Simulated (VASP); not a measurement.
Input of a VASP 6.6.1 run:

INCAR

```
SYSTEM = Si2F3
ALGO = Normal
EDIFF = 1E-6
ENCUT = 520
GGA = PE
ISIF = 2
ISMEAR = 0
LASPH = .TRUE.
LCHARG = .TRUE.
LELF = .TRUE.
LREAL = .FALSE.
LVHAR = .TRUE.
LWAVE = .FALSE.
NBANDS = 22
NELM = 80
PREC = Accurate
SIGMA = 0.1
```

KPOINTS

```
k-points
0
G
  16 16 4
  0 0 0
```

File POSCAR:

```
Si2F3
1.0
    2.5053389559     -1.3229754456     -0.0085040277
    2.5053389559      1.3229754456     -0.0085040277
   -1.1799543122      0.0000000000     10.0079507574
Si F
2 3
Direct
    0.4534318922      0.4534318922      0.3078587221
    0.5465681078      0.5465681078      0.6921412779
    0.0000000000      0.0000000000      0.5000000000
    0.0816784595      0.0816784595      0.8369920960
    0.9183215405      0.9183215405      0.1630079040
```

Potentials or basis: VASP PAW PBE potentials, release 64 (Si, F).

Command:

```bash
$ cat potpaw_PBE.64/Si/POTCAR potpaw_PBE.64/F/POTCAR > POTCAR
$ mpirun -np 1 vasp_std > vasp.out
```

Question: Predict the largest force.

Answer: 0.048 eV/Å.

Question: Predict the pressure.

Answer: 0.0 GPa.

Stress tensor (GPa, compression positive):
```
-0.23  0.00 -0.01
 0.00  0.16  0.00
-0.01  0.00  0.12
```

Caveat: an odd number of electrons without spin polarisation forces a metal; a magnetic or distorted state may lie lower.
